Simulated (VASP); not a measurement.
# BN (F-43m) in VASP: notebook

The runs below take BN through single point, with r2SCAN.

All numbers are computed with VASP 6.6.1; they aren't measurements. Logs are shortened: lines on timing, memory, paths and dates and some standing lists are left out, and cuts for length are marked.

## (1) The cell of the first run

Symmetry: F-43m, No. 216, cubic system. The conventional cell has a = 3.609 Å, b = 3.609 Å, c = 3.609 Å, α = 90.00°, β = 90.00°, γ = 90.00°. Within 2.1 Å of B (site symmetry -43m) lie 4 N at 1.56 Å. N (site symmetry -43m) has 4 B at 1.56 Å within 2.1 Å.

## (2) Single point, r2SCAN

Contents of POSCAR:

```
BN
1.0
    0.0000000000      1.8044187296      1.8044187296
    1.8044187296      0.0000000000      1.8044187296
    1.8044187296      1.8044187296      0.0000000000
B N
1 1
Direct
    0.0000000000      0.0000000000      0.0000000000
    0.2500000000      0.2500000000      0.2500000000
```

Contents of INCAR.step1:

```
SYSTEM = BN
ALGO = Normal
EDIFF = 1E-5
ENCUT = 1460
GGA = PE
GGA_COMPAT = .False.
ISMEAR = 0
LASPH = .True.
LCHARG = .False.
LREAL = .False.
LWAVE = .True.
NBANDS = 11
NELM = 120
PREC = Accurate
SIGMA = 0.01
```

Contents of INCAR.step2:

```
SYSTEM = BN
ALGO = Normal
EDIFF = 1E-6
ENCUT = 1460
GGA_COMPAT = .False.
ISIF = 2
ISMEAR = 0
ISTART = 1
LASPH = .True.
LCHARG = .False.
LMIXTAU = .True.
LREAL = .False.
LWAVE = .False.
METAGGA = R2SCAN
NBANDS = 11
NELM = 120
PREC = Accurate
SIGMA = 0.01
```

Contents of KPOINTS:

```
k-points
0
Gamma
  10 10 10
  0 0 0
```

Potentials or basis: VASP PAW PBE potentials, release 64 (B_h, N_h).

Run with:

```
cat potpaw_PBE.64/B_h/POTCAR potpaw_PBE.64/N_h/POTCAR > POTCAR
cp INCAR.step1 INCAR
mpirun -np 1 vasp_std > vasp.out
cp INCAR.step2 INCAR
mpirun -np 1 vasp_std > vasp.out
```

OUTCAR:

```text
SYSTEM = BN
   EDIFF = 1E-6
   ENCUT = 1460
   ISIF = 2
   ISMEAR = 0
   ISTART = 1
   LASPH = .True.
   LREAL = .False.
   METAGGA = R2SCAN
   NELM = 120
   PREC = Accurate

 ion  position               nearest neighbor table
   1  0.000  0.000  0.000-
   2  0.250  0.250  0.250-

  LATTYP: Found a face centered cubic cell.
 ALAT       =     3.6088374592

  Lattice vectors:

 A1 = (   0.0000000000,   1.8044187296,   1.8044187296)
 A2 = (   1.8044187296,   0.0000000000,   1.8044187296)
 A3 = (   1.8044187296,   1.8044187296,   0.0000000000)

Analysis of symmetry for initial positions (statically):
=====================================================================
 Subroutine PRICEL returns:
 Original cell was already a primitive cell.

 Routine SETGRP: Setting up the symmetry group for a
 face centered cubic supercell.

 Subroutine GETGRP returns: Found 24 space group operations
 (whereof 24 operations were pure point group operations)
 out of a pool of 48 trial point group operations.

The static configuration has the point symmetry T_d .

Analysis of symmetry for dynamics (positions and initial velocities):
=====================================================================
 Subroutine PRICEL returns:
 Original cell was already a primitive cell.

 Routine SETGRP: Setting up the symmetry group for a
 face centered cubic supercell.

 Subroutine GETGRP returns: Found 24 space group operations
 (whereof 24 operations were pure point group operations)
 out of a pool of 48 trial point group operations.

The dynamic configuration has the point symmetry T_d .

 Subroutine INISYM returns: Found 24 space group operations
 (whereof 24 operations are pure point group operations),
 and found     1 'primitive' translations

----------------------------------------------------------------------------------------

                                     Primitive cell

  volume of cell :      11.7501

  direct lattice vectors                    reciprocal lattice vectors
     0.000000000  1.804418730  1.804418730    -0.277097545  0.277097545  0.277097545
     1.804418730  0.000000000  1.804418730     0.277097545 -0.277097545  0.277097545
     1.804418730  1.804418730  0.000000000     0.277097545  0.277097545 -0.277097545

  length of vectors
     2.551833440  2.551833440  2.551833440     0.479947026  0.479947026  0.479947026

  position of ions in fractional coordinates (direct lattice)
     0.000000000  0.000000000  0.000000000
     0.250000000  0.250000000  0.250000000

  ion indices of the primitive-cell ions
   primitive index   ion index
                 1           1
                 2           2

----------------------------------------------------------------------------------------

 KPOINTS: k-points

Automatic generation of k-mesh.
 Grid dimensions read from file:
 generate k-points for:   10   10   10

 Generating k-lattice:

  Cartesian coordinates                     Fractional coordinates (reciprocal lattice)
    -0.027709754  0.027709754  0.027709754     0.100000000  0.000000000  0.000000000
     0.027709754 -0.027709754  0.027709754     0.000000000  0.100000000  0.000000000
     0.027709754  0.027709754 -0.027709754     0.000000000  0.000000000  0.100000000

  Length of vectors
     0.047994703  0.047994703  0.047994703

  Shift w.r.t. Gamma in fractional coordinates (k-lattice)
     0.000000000  0.000000000  0.000000000

 Subroutine IBZKPT returns following result:
 ===========================================

 Found     47 irreducible k-points:

 Following reciprocal coordinates:
            Coordinates               Weight
  0.000000  0.000000  0.000000      1.000000
  0.100000  0.000000  0.000000      8.000000
  0.200000  0.000000  0.000000      8.000000
  0.300000  0.000000  0.000000      8.000000
  0.400000  0.000000  0.000000      8.000000
  0.500000  0.000000  0.000000      4.000000
[... 16 lines left out ...]
  0.300000  0.300000  0.000000      6.000000
  0.400000  0.300000  0.000000     24.000000
 [... further k-points ...]
   k-points           NKPTS =     47   k-points in BZ     NKDIM =     47   number of bands    NBANDS=     11
   number of dos      NEDOS =    301   number of ions     NIONS =      2
   total plane-waves  NPLWV =  32768
   dimension x,y,z NGX =    32 NGY =   32 NGZ =   32
   dimension x,y,z NGXF=    64 NGYF=   64 NGZF=   64
   ions per type =               1   1
   NGX,Y,Z   is equivalent  to a cutoff of  20.85, 20.85, 20.85 a.u.
   NGXF,Y,Z  is equivalent  to a cutoff of  41.69, 41.69, 41.69 a.u.
 SYSTEM =  BN
   PREC   = accura    normal or accurate (medium, high low for compatibility)
   ISTART =      1    job   : 0-new  1-cont  2-samecut
   ICHARG =      0    charge: 1-file 2-atom 10-const
   ISPIN  =      1    spin polarized calculation?
   LNONCOLLINEAR =      F non collinear calculations
   LSORBIT =      F    spin-orbit coupling
   LASPH  =      T    aspherical Exc in radial PAW
   ENCUT  = 1460.0 eV 107.31 Ry   10.36 a.u.   7.95  7.95  7.95*2*pi/ulx,y,z
   NELM   =    120;   NELMIN=  2; NELMDL=  0     # of ELM steps
   EDIFF  = 0.1E-05   stopping-criterion for ELM
   LREAL  =      F    real-space projection
[... 7 lines left out ...]
   TEBEG  =    0.0;   TEEND  =   0.0 temperature during run
   PSTRESS=    0.0 pullay stress
   NELECT =       8.0000    total number of electrons
   NUPDOWN=      -1.0000    fix difference up-down
   EMIN   =  10.00;   EMAX   =-10.00  energy-range for DOS
   EFERMI =   0.00;   METHOD = LEGACY
   ISMEAR =     0;   SIGMA  =   0.01  broadening in eV -4-tet -1-fermi 0-gaus
   EFERMI_NEDOS =   21; number of points for ismear=-14 and -15
   IALGO  =     38    algorithm
   IMIX   =      4    mixing-type and parameters
     AMIX     =   0.40;   BMIX     =  1.00
     AMIX_MAG =   1.60;   BMIX_MAG =  1.00
  volume/ion in A,a.u.               =       5.88        39.65
  Fermi-wavevector in a.u.,A,eV,Ry     =   1.440205  2.721592 28.221055  2.074189
  Thomas-Fermi vector in A             =   2.558975
   LORBIT       =      0    0 simple, 1 ext, 2 COOP (PROOUT), +10 PAW based schemes
   METAGGA = R2SCAN    functional components
   LHFCALC =     F    Hartree Fock is set to
   AEXX    =    0.0000 exact exchange contribution
   IVDW    =     0    specifies the selected vdW correction
   LEPSILON=     F    determine dielectric tensor
   LRPA    =     F    only Hartree local field effects (RPA)
 non-spin polarized calculation
 Gauss-broadening in eV      SIGMA  =   0.01
  energy-cutoff  :     1460.00
  volume of cell :       11.75
 maximum number of plane-waves:      1524
   NGX = 15   NGY = 15   NGZ = 15

 number of electron       8.0000000 magnetization

 Free energy of the ion-electron system (eV)
  ---------------------------------------------------
  ext. energy  EPLUGINS =         0.00000000
  ---------------------------------------------------
  free energy    TOTEN  =       -19.20397818 eV

  energy without entropy =      -19.20397818  energy(sigma->0) =      -19.20397818

 E-fermi :   9.1505     XC(G=0): -13.7837

 val. band max:        8.9947790329   @ k =   0.0000   0.0000   0.0000
 cond. band min:      13.9936638903   @ k =   0.5000   0.5000   0.0000
 fundamental gap:      4.9988848574
 Fermi energy:         9.1505209328

 k-point     1 :       0.0000    0.0000    0.0000
  band No.  band energies     occupation
      1     -12.3473      2.00000
      2       8.9948      2.00000
      3       8.9948      2.00000
      4       8.9948      2.00000
      5      18.5698      0.00000
      6      18.5698      0.00000
      7      18.5698      0.00000
      8      20.1462      0.00000
      9      35.2375      0.00000
     10      37.7607      0.00000
     11      37.7607      0.00000

 k-point     2 :       0.1000    0.0000    0.0000
  band No.  band energies     occupation
      1     -12.0948      2.00000
      2       7.6670      2.00000
      3       8.7323      2.00000
      4       8.7323      2.00000
      5      18.8617      0.00000
      6      18.9746      0.00000
      7      18.9746      0.00000
      8      20.9777      0.00000
      9      34.9388      0.00000
     10      35.2592      0.00000
     11      35.2592      0.00000

 k-point     3 :       0.2000    0.0000    0.0000
  band No.  band energies     occupation
      1     -11.3525      2.00000
      2       4.8240      2.00000
      3       8.1397      2.00000
      4       8.1397      2.00000
      5      19.2281      0.00000
      6      19.8114      0.00000
      7      19.8114      0.00000
      8      22.7672      0.00000
      9      33.7446      0.00000
     10      33.7446      0.00000
     11      34.1934      0.00000

 k-point     4 :       0.3000    0.0000    0.0000
  band No.  band energies     occupation
      1     -10.1846      2.00000
      2       1.7352      2.00000
      3       7.5368      2.00000
      4       7.5368      2.00000
      5      19.5472      0.00000
      6      20.3953      0.00000
      7      20.3953      0.00000
      8      24.3007      0.00000
      9      33.6900      0.00000
     10      34.0687      0.00000
     11      34.0687      0.00000

 k-point     5 :       0.4000    0.0000    0.0000
  band No.  band energies     occupation
      1      -8.8101      2.00000
      2      -0.9066      2.00000
      3       7.1206      2.00000
      4       7.1206      2.00000
      5      19.7708      0.00000
      6      20.5279      0.00000
      7      20.5279      0.00000
      8      25.1862      0.00000
      9      33.7565      0.00000
     10      35.9305      0.00000
     11      35.9305      0.00000
[... 211 lines left out ...]
 k-point    21 :      -0.3000    0.2000    0.0000
  band No.  band energies     occupation
      1      -8.5262      2.00000
      2       0.4853      2.00000
      3       3.8007      2.00000
      4       6.8327      2.00000
      5      19.5444      0.00000
      6      21.9260      0.00000
      7      22.3909      0.00000
      8      24.8847      0.00000
      9      32.0632      0.00000
     10      32.4749      0.00000
     11      37.4263      0.00000

 k-point    22 :      -0.2000    0.2000    0.0000
  band No.  band energies     occupation
      1      -9.7975      2.00000
      2       2.5402      2.00000
      3       4.5464      2.00000
      4       7.6485      2.00000
      5      20.3622      0.00000
      6      20.8367      0.00000
      7      21.4153      0.00000
      8      23.6899      0.00000
      9      31.2713      0.00000
     10      32.8193      0.00000
     11      37.3841      0.00000

 k-point    23 :       0.3000    0.3000    0.0000
  band No.  band energies     occupation
      1      -9.4764      2.00000
      2       3.4753      2.00000
      3       5.1800      2.00000
      4       5.1800      2.00000
      5      15.7567      0.00000
      6      20.4854      0.00000
      7      24.8829      0.00000
      8      24.8829      0.00000
      9      29.0015      0.00000
     10      38.1176      0.00000
     11      42.0605      0.00000

 k-point    24 :       0.4000    0.3000    0.0000
  band No.  band energies     occupation
      1      -8.4435      2.00000
      2       1.8593      2.00000
      3       4.2962      2.00000
      4       4.7515      2.00000
      5      15.7057      0.00000
      6      20.3307      0.00000
      7      25.6687      0.00000
      8      25.7886      0.00000
      9      30.0873      0.00000
     10      37.7991      0.00000
     11      42.2382      0.00000

 [... further k-points ...]

------------------------ aborting loop because EDIFF is reached ----------------------------------------

  FORCE on cell =-STRESS in cart. coord.  units (eV):
  Direction    XX          YY          ZZ          XY          YZ          ZX
  --------------------------------------------------------------------------------------
  -------------------------------------------------------------------------------------
  Total       -0.0126957     -0.0126957     -0.0126957     -0.0000000      0.0000000      0.0000000
  in kB       -1.7311056     -1.7311056     -1.7311056     -0.0000000      0.0000000      0.0000000
  external PRESSURE =      -1.7311056 kB  Pullay stress =       0.0000000 kB

 VOLUME and BASIS-vectors are now :
 -----------------------------------------------------------------------------
  energy-cutoff  :     1460.00
  volume of cell :       11.75
      direct lattice vectors                 reciprocal lattice vectors
     0.000000000  1.804418730  1.804418730    -0.277097545  0.277097545  0.277097545
     1.804418730  0.000000000  1.804418730     0.277097545 -0.277097545  0.277097545
     1.804418730  1.804418730  0.000000000     0.277097545  0.277097545 -0.277097545

 POSITION                                       TOTAL-FORCE (eV/Angst)
 -----------------------------------------------------------------------------------
      0.00000      0.00000      0.00000         0.000000      0.000000      0.000000
      0.90221      0.90221      0.90221        -0.000000     -0.000000     -0.000000
 -----------------------------------------------------------------------------------
    total drift:                               -0.000000     -0.000000     -0.000000

  FREE ENERGIE OF THE ION-ELECTRON SYSTEM (eV)
  ---------------------------------------------------
  free  energy   TOTEN  =       -19.2039781787 eV

  energy  without entropy=      -19.2039781787  energy(sigma->0) =      -19.20397818
```

Wall time 48 s (1 thread of Intel Xeon Platinum 8259CL at 2.50GHz (Skylake/Cascade Lake), shared host); peak memory 0.19 GiB.

What came out:

| Property | Result |
| --- | --- |
| Free energy | -19.2040 eV |
| Pressure | -0.2 GPa |
| Band gap on the k mesh | 5.00 eV (least direct gap 9.57 eV) |

Levels at points of the mesh, in eV from the valence-band top:
| k point | band 2 | band 3 | band 4 | band 5 | band 6 | band 7 |
| --- | --- | --- | --- | --- | --- | --- |
| (0.00, 0.00, 0.00) | 0.00 | 0.00 | 0.00 | 9.58 | 9.58 | 9.58 |
| (0.50, 0.00, 0.00) | -11.12 | -2.02 | -2.02 | 10.85 | 11.52 | 11.52 |
| (0.50, 0.50, 0.00) | -9.35 | -5.11 | -5.11 | 5.00 | 9.85 | 19.37 |

Caveat: the PAW data sets were made with another functional, which shifts forces and pressure a little. A k mesh can miss the band edges.

## (3) Single point, r2SCAN

This run uses another cell than the first one, of 5.91 Å³/atom.

Contents of POSCAR:

```
BN
1.0
    0.0000000000      1.8080000000      1.8080000000
    1.8080000000      0.0000000000      1.8080000000
    1.8080000000      1.8080000000      0.0000000000
B N
1 1
Direct
    0.0000000000      0.0000000000      0.0000000000
    0.2500000000      0.2500000000      0.2500000000
```

Contents of INCAR.step1:

```
  ALGO = Normal
  EDIFF = 1E-5
  ENCUT = 1460
  GGA = PE
  GGA_COMPAT = False
  ISMEAR = 0
  LASPH = True
  LCHARG = False
  LREAL = False
  LWAVE = True
  NBANDS = 11
  NELM = 120
  PREC = Accurate
  SIGMA = 0.1
```

Contents of INCAR.step2:

```
  ALGO = Normal
  EDIFF = 1E-6
  ENCUT = 1460
  GGA_COMPAT = False
  ISIF = 2
  ISMEAR = 0
  ISTART = 1
  LASPH = True
  LCHARG = False
  LMIXTAU = True
  LREAL = False
  LWAVE = False
  METAGGA = R2SCAN
  NBANDS = 11
  NELM = 120
  PREC = Accurate
  SIGMA = 0.1
```

Contents of KPOINTS:

```
k-points
0
Gamma
  8 8 8
```

Potentials or basis: VASP PAW PBE potentials, release 64 (B_h, N_h).

Run with:

```
cat potpaw_PBE.64/B_h/POTCAR potpaw_PBE.64/N_h/POTCAR > POTCAR
cp INCAR.step1 INCAR
mpirun -np 1 vasp_std > vasp.out
cp INCAR.step2 INCAR
mpirun -np 1 vasp_std > vasp.out
```

Run time: 31 s. Hardware: 1 thread of Intel Xeon Platinum 8375C at 2.90GHz (Ice Lake), shared host; peak memory 0.18 GiB.

Results (log left out):

* Free energy: -19.2033 eV
* Pressure: -2.5 GPa
* Band gap on the k mesh: 4.99 eV (least direct gap 9.55 eV)

Levels at points of the mesh, in eV from the valence-band top:
```
           k point  band 2  band 3  band 4  band 5  band 6  band 7
(0.00, 0.00, 0.00)    0.00    0.00    0.00    9.55    9.55    9.55
(0.50, 0.00, 0.00)  -11.07   -2.01   -2.01   10.77   11.48   11.48
(0.50, 0.50, 0.00)   -9.31   -5.08   -5.08    4.99    9.81   19.27
```

Caveat: the PAW data sets were made with another functional, which shifts forces and pressure a little. A k mesh can miss the band edges.
